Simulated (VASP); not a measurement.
**NaH: single point with r2SCAN**

NaH:

```
Na H
1.0
     0.00000    2.52283    2.42369
     2.52283    0.00000    2.42369
     2.52283    2.52283    0.00000
Na H
1 1
Direct
  0.00000 0.00000 0.00000
  0.50000 0.50000 0.50000
```

```json
{"Program": "VASP 6.6.1", "Task": "single point", "Functional": "r2SCAN", "Potentials or basis": "VASP PAW PBE potentials, release 64 (Na_pv, H)", "Cutoff": "520 eV", "k mesh": "10 × 10 × 10", "Occupations": "fermi-dirac, width 0.2 eV", "Spin": "no spin polarisation", "Dipole correction": "no", "Further INCAR settings": "ALGO = Normal; EDIFF = 1e-06; NBANDS = 11"}
```

```
Pressure               : -2.3 GPa
Band gap on the k mesh : 4.19 eV (least direct gap 5.01 eV)
```

Stress tensor (GPa, compression positive):
```
-2.63  0.00  0.00
 0.00 -2.63  0.00
 0.00  0.00 -1.78
```

Levels at points of the mesh, in eV from the valence-band top:
```csv
k point,band 1,band 2,band 3,band 4,band 5,band 6,band 7,band 8
"(0.00, 0.00, 0.00)",-23.10,-23.10,-23.09,-3.34,10.59,15.61,15.61,15.81
"(0.50, 0.00, 0.00)",-23.16,-23.11,-23.10,-0.82,4.19,11.01,13.05,13.61
"(0.50, 0.50, 0.00)",-23.15,-23.13,-23.13,-0.06,5.29,10.09,10.48,10.48
"(0.50, 0.00, 0.50)",-23.16,-23.12,-23.11,-0.24,4.82,10.48,10.95,11.00
```

It took 86 s on 1 thread of AMD EPYC 9R45 96-Core Processor (Zen 5), with other jobs on the host, peak memory 0.14 GiB.

Caveat: the PAW data sets were made with another functional, which shifts forces and pressure a little. r2SCAN opens gaps a little over a GGA but as a rule still falls short of measured ones.
